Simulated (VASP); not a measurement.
The system is Cu2Au.

```
CELL_PARAMETERS angstrom
0.00000 2.78166 2.78166
2.78166 0.00000 2.78166
2.78166 2.78166 0.00000
ATOMIC_POSITIONS crystal
Cu 0.25000 0.25000 0.25000
Cu 0.75000 0.75000 0.75000
Au 0.00000 0.00000 0.00000
```

| Property | Result |
| --- | --- |
| Program | VASP 6.6.1 |
| Task | relaxation of cell and atoms |
| Functional | PBE |
| Potentials or basis | VASP PAW PBE potentials, release 64 (Cu, Au) |
| Cutoff | 600 eV |
| k mesh | 6 × 6 × 6 |
| Occupations | gaussian, width 0.1 eV |
| Spin | no spin polarisation |

At the start: pressure 29.9 GPa; volume 14.35 Å³/atom.

**Question.** How do energy, volume and symmetry change on relaxing?

**Answer.** Over 3 steps the energy falls by 227.1 meV/atom and the volume is 17.36 Å³/atom (+21.0 %); space group Fm-3m (No. 225, to 0.05 Å).

Step by step:
| step | energy change (eV) | largest force (eV/Å) | pressure (GPa) | volume (Å³) |
| --- | --- | --- | --- | --- |
| 1 | 0.0000 | 0.0000 | 29.85 | 43.05 |
| 2 | -0.2693 | 0.0000 | -10.93 | 61.94 |
| 3 | -0.6813 | 0.0000 | -0.27 | 52.07 |

Final structure:
```
CELL_PARAMETERS angstrom
0.00000 2.96384 2.96384
2.96384 0.00000 2.96384
2.96384 2.96384 0.00000
ATOMIC_POSITIONS crystal
Cu 0.25000 0.25000 0.25000
Cu 0.75000 0.75000 0.75000
Au 0.00000 0.00000 0.00000
```

Caveat: the volume moved by over 15 % at a fixed basis, so the end points are rough.
